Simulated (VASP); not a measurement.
Set up this calculation in VASP 6.6.1, as the native input.

```yaml
Task: single point
Functional: PBE
Potentials_or_basis: VASP PAW PBE potentials, release 64 (La)
Cutoff: 500 eV
k_mesh: 12 × 12 × 12
Occupations: fermi-dirac, width 0.08 eV
Spin: no spin polarisation
Dipole_correction: no
Further_INCAR_settings: ALGO = Normal; EDIFF = 1e-06; NBANDS = 12
```

The structure of La lies in POSCAR:

```
La
1.0
    3.1548589807      0.0000000000      0.0000000000
    0.0000000000      3.1548589807      0.0000000000
    0.0000000000      0.0000000000      3.1548589807
La
1
Direct
    0.0000000000      0.0000000000      0.0000000000
```

This cell differs from its parent crystal: volume scaled by 0.85.

The input as run:

INCAR

```
SYSTEM = La
PREC = Accurate ; ENCUT = 500
EDIFF = 1E-6 ; ISMEAR = -1
SIGMA = 0.08 ; LREAL = .False.
LASPH = .True. ; NELM = 200
ALGO = Normal ; ISIF = 2
LWAVE = .False. ; LCHARG = .True.
GGA = PE ; LELF = .True.
LVHAR = .True. ; NBANDS = 12
GGA_COMPAT = .False. ; LMAXMIX = 6
```

KPOINTS

```
Automatic mesh
0
Gamma
  12 12 12
  0 0 0
```

Potentials or basis: VASP PAW PBE potentials, release 64 (La).

The run is started by

```sh
$ cat potpaw_PBE.64/La/POTCAR > POTCAR
$ mpirun -np 1 vasp_std > vasp.out
```

It gave:

| Quantity | Value |
| --- | --- |
| Pressure | 5.0 GPa |

Run time: 24 s on 1 thread of Intel(R) Xeon(R) Platinum 8259CL CPU @ 2.50GHz (Skylake/Cascade Lake) (shared host), peak memory 0.17 GiB.
